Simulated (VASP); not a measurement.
# Co (I4/mmm) in VASP: single point with PBEsol

Aim: the single point of Co with PBEsol.

Program: VASP 6.6.1. These are calculated values, not measurements. Logs are shortened: lines on timing, memory, paths and dates and some standing lists are left out, and cuts for length are marked.

**1. The cell of the first run**

Symmetry: I4/mmm, No. 139, tetragonal system. The conventional cell has a = 2.664 Å, b = 2.664 Å, c = 2.805 Å, α = 90.00°, β = 90.00°, γ = 90.00°. Co (site symmetry 4/mmm) has 14 Co at 2.35 to 2.80 Å within 3.1 Å.

**2. Single point, PBEsol, collinear spin, ferromagnetic start (strain -0.050 along x and y, +0.000 along z)**

INCAR

```
SYSTEM = Co
PREC = Accurate
ENCUT = 600
EDIFF = 1E-6
ISMEAR = 0
SIGMA = 0.15
LREAL = .False.
LASPH = .True.
NELM = 200
ALGO = Normal
ISIF = 2
LWAVE = .False.
LCHARG = .False.
ISPIN = 2
MAGMOM = 2.05
LORBIT = 11
LMAXMIX = 4
GGA = PS
NBANDS = 18
GGA_COMPAT = .False.
```

KPOINTS

```
regular mesh
0
Gamma
  24 24 24
  0 0 0
```

POSCAR

```
Co
1.0
   -1.3322040000      1.3322040000      1.4023200000
    1.3322040000     -1.3322040000      1.4023200000
    1.3322040000      1.3322040000     -1.4023200000
Co
1
Direct
    0.0000000000      0.0000000000      0.0000000000
```

Potentials or basis: VASP PAW PBE potentials, release 64 (Co_sv).

Command:

```console
$ cat potpaw_PBE.64/Co_sv/POTCAR > POTCAR
$ mpirun -np 1 vasp_std > vasp.out
```

OUTCAR:

```text
SYSTEM = Co
   PREC = Accurate
   ENCUT = 600
   EDIFF = 1E-6
   ISMEAR = 0
   LREAL = .False.
   LASPH = .True.
   NELM = 200
   ISIF = 2
   ISPIN = 2
   LORBIT = 11
   GGA = PS

 ion  position               nearest neighbor table
   1  0.000  0.000  0.000-

  LATTYP: Found a body centered tetragonal cell.
 ALAT       =     2.6644080000
 C/A-ratio  =     1.0526315789

  Lattice vectors:

 A1 = (  -1.3322040000,   1.3322040000,   1.4023200000)
 A2 = (   1.3322040000,  -1.3322040000,   1.4023200000)
 A3 = (   1.3322040000,   1.3322040000,  -1.4023200000)

Analysis of symmetry for initial positions (statically):
=====================================================================
 Subroutine PRICEL returns:
 Original cell was already a primitive cell.

 Routine SETGRP: Setting up the symmetry group for a
 body centered tetragonal supercell.

 Subroutine GETGRP returns: Found 16 space group operations
 (whereof 16 operations were pure point group operations)
 out of a pool of 16 trial point group operations.

The static configuration has the point symmetry D_4h.

Analysis of symmetry for dynamics (positions and initial velocities):
=====================================================================
 Subroutine PRICEL returns:
 Original cell was already a primitive cell.

 Routine SETGRP: Setting up the symmetry group for a
 body centered tetragonal supercell.

 Subroutine GETGRP returns: Found 16 space group operations
 (whereof 16 operations were pure point group operations)
 out of a pool of 16 trial point group operations.

The dynamic configuration has the point symmetry D_4h.

Analysis of structural, dynamic, and magnetic symmetry:
=====================================================================
 Subroutine PRICEL returns:
 Original cell was already a primitive cell.

 Routine SETGRP: Setting up the symmetry group for a
 body centered tetragonal supercell.

 Subroutine GETGRP returns: Found 16 space group operations
 (whereof 16 operations were pure point group operations)
 out of a pool of 16 trial point group operations.

The overall configuration has the point symmetry D_4h.

 Subroutine INISYM returns: Found 16 space group operations
 (whereof 16 operations are pure point group operations),
 and found     1 'primitive' translations

----------------------------------------------------------------------------------------

                                     Primitive cell

  volume of cell :       9.9552

  direct lattice vectors                    reciprocal lattice vectors
    -1.332204000  1.332204000  1.402320000     0.000000000  0.375317894  0.356552000
[... 99 lines left out ...]
   ISMEAR =     0;   SIGMA  =   0.15  broadening in eV -4-tet -1-fermi 0-gaus
   EFERMI_NEDOS =   21; number of points for ismear=-14 and -15
   IALGO  =     38    algorithm
   IMIX   =      4    mixing-type and parameters
     AMIX     =   0.40;   BMIX     =  1.00
     AMIX_MAG =   1.60;   BMIX_MAG =  1.00
  volume/ion in A,a.u.               =       9.96        67.18
  Fermi-wavevector in a.u.,A,eV,Ry     =   1.956778  3.697775 52.096450  3.828981
  Thomas-Fermi vector in A             =   2.982804
   LORBIT       =     11    0 simple, 1 ext, 2 COOP (PROOUT), +10 PAW based schemes
   GGA     = PS    functional components
   LHFCALC =     F    Hartree Fock is set to
   AEXX    =    0.0000 exact exchange contribution
   IVDW    =     0    specifies the selected vdW correction
   LEPSILON=     F    determine dielectric tensor
   LRPA    =     F    only Hartree local field effects (RPA)
 spin polarized calculation
 Gauss-broadening in eV      SIGMA  =   0.15
  energy-cutoff  :      600.00
  volume of cell :        9.96
 maximum number of plane-waves:       346
   NGX =  9   NGY =  9   NGZ =  9

 number of electron      16.9999988 magnetization       1.6630651

 Free energy of the ion-electron system (eV)
  ---------------------------------------------------
  ext. energy  EPLUGINS =         0.00000000
  ---------------------------------------------------
  free energy    TOTEN  =        -7.68240973 eV

  energy without entropy =       -7.66587673  energy(sigma->0) =       -7.67414323

 E-fermi :  13.5732     XC(G=0): -14.6582

 val. band max:       13.5717292321   @ k =  -0.1667  -0.2500   0.1250
 cond. band min:      13.5735764670   @ k =  -0.2083   0.2083   0.0417
 fundamental gap:      0.0018472348
 Fermi energy:        13.5731995463

 spin component 1

 k-point     1 :       0.0000    0.0000    0.0000
  band No.  band energies     occupation
      1     -82.6156      1.00000
      2     -45.7917      1.00000
      3     -45.7127      1.00000
      4     -45.7127      1.00000
      5       3.6686      1.00000
      6      10.3147      1.00000
[... 493 lines left out ...]
     17      53.7279      0.00000
     18      56.1370      0.00000

 [... further k-points ...]

 spin component 2

 k-point     1 :       0.0000    0.0000    0.0000
  band No.  band energies     occupation
      1     -80.5488      1.00000
      2     -43.7243      1.00000
      3     -43.7030      1.00000
      4     -43.7030      1.00000
      5       3.7939      1.00000
      6      11.8091      1.00000
[... 493 lines left out ...]
     17      53.9903      0.00000
     18      56.6448      0.00000

 [... further k-points ...]

------------------------ aborting loop because EDIFF is reached ----------------------------------------

  FORCE on cell =-STRESS in cart. coord.  units (eV):
  Direction    XX          YY          ZZ          XY          YZ          ZX
  --------------------------------------------------------------------------------------
  -------------------------------------------------------------------------------------
  Total        0.6760634      0.6760634      0.8978342      0.0000000      0.0000000      0.0000000
  in kB      108.8051378    108.8051378    144.4967720      0.0000000      0.0000000      0.0000000
  external PRESSURE =     120.7023492 kB  Pullay stress =       0.0000000 kB

 VOLUME and BASIS-vectors are now :
 -----------------------------------------------------------------------------
  energy-cutoff  :      600.00
  volume of cell :        9.96
      direct lattice vectors                 reciprocal lattice vectors
    -1.332204000  1.332204000  1.402320000     0.000000000  0.375317894  0.356552000
     1.332204000 -1.332204000  1.402320000     0.375317894  0.000000000  0.356552000
     1.332204000  1.332204000 -1.402320000     0.375317894  0.375317894  0.000000000

 POSITION                                       TOTAL-FORCE (eV/Angst)
 -----------------------------------------------------------------------------------
      0.00000      0.00000      0.00000         0.000000      0.000000      0.000000
 -----------------------------------------------------------------------------------
    total drift:                                0.000000     -0.000000      0.000000

  FREE ENERGIE OF THE ION-ELECTRON SYSTEM (eV)
  ---------------------------------------------------
  free  energy   TOTEN  =        -7.6824097264 eV

  energy  without entropy=       -7.6658767283  energy(sigma->0) =       -7.67414323

 total charge

# of ion       s       p       d       tot
------------------------------------------
    1        2.266   6.146   6.706  15.118

 magnetization (x)

# of ion       s       p       d       tot
------------------------------------------
    1        0.000  -0.010   1.711   1.701
```

stdout:

```text
POSCAR found type information on POSCAR Co
 POSCAR found :  1 types and       1 ions
 scaLAPACK will be used
 -----------------------------------------------------------------------------
|                                                                             |
|                                                                             |
|     You enforced a specific xc type in the INCAR file but a different       |
|     I HOPE YOU KNOW WHAT YOU ARE DOING!                                     |
|                                                                             |
 -----------------------------------------------------------------------------

 LDA part: xc-table for (Slater+PW92), standard interpolation
 POSCAR, INCAR and KPOINTS ok, starting setup
 FFT: planning ... GRIDC
 FFT: planning ... GRID_SOFT
 FFT: planning ... GRID
 WAVECAR not read
 entering main loop
```

Run time: 3.2 min. Hardware: 1 thread of Intel Xeon 6975P-C (Granite Rapids), shared host; peak memory 0.4 GiB.

Results:

| Quantity | Value |
| --- | --- |
| Free energy | -7.6824 eV |
| Pressure | 12.1 GPa |
| Net moment | 1.66 μB per cell |
| Site moments | Co +1.70 μB |
| Valence electrons inside the program's atomic spheres | Co 15.12 |

Stress tensor (GPa, compression positive):
```
10.88  0.00  0.00
 0.00 10.88  0.00
 0.00  0.00 14.45
```

Levels at points of the mesh, in eV from the Fermi level:
Spin up:
```csv
k point,band 6,band 7,band 8,band 9,band 10,band 11,band 12,band 13
"(0.00, 0.00, 0.00)",-3.26,-3.26,-2.95,-1.90,-1.71,25.28,26.43,26.43
"(0.50, 0.00, 0.00)",-4.20,-1.98,-1.52,-0.37,-0.32,7.11,19.45,21.78
"(0.50, 0.50, 0.00)",-4.59,-1.57,-1.41,-0.26,0.11,7.68,18.31,20.04
"(0.50, 0.50, 0.50)",-5.78,-0.63,-0.55,-0.55,8.66,10.78,10.78,15.43
```
Spin down:
```csv
k point,band 4,band 5,band 6,band 7,band 8,band 9,band 10,band 11,band 12,band 13
"(0.00, 0.00, 0.00)",-57.28,-9.78,-1.76,-1.76,-1.38,0.10,0.49,25.14,26.34,26.34
"(0.50, 0.00, 0.00)",-57.28,-5.00,-2.81,-0.28,0.01,0.59,1.47,8.16,19.49,22.18
"(0.50, 0.50, 0.00)",-57.29,-4.98,-3.27,0.20,0.48,0.68,1.51,8.74,18.39,20.44
"(0.50, 0.50, 0.50)",-57.60,-4.54,-4.41,1.15,1.19,1.19,8.86,10.99,10.99,16.36
```

Caveat: the cell differs from its parent crystal (strain -0.050 along x and y, +0.000 along z); the cell stands under pressure; the PAW data sets were made with another functional, which shifts forces and pressure a little.
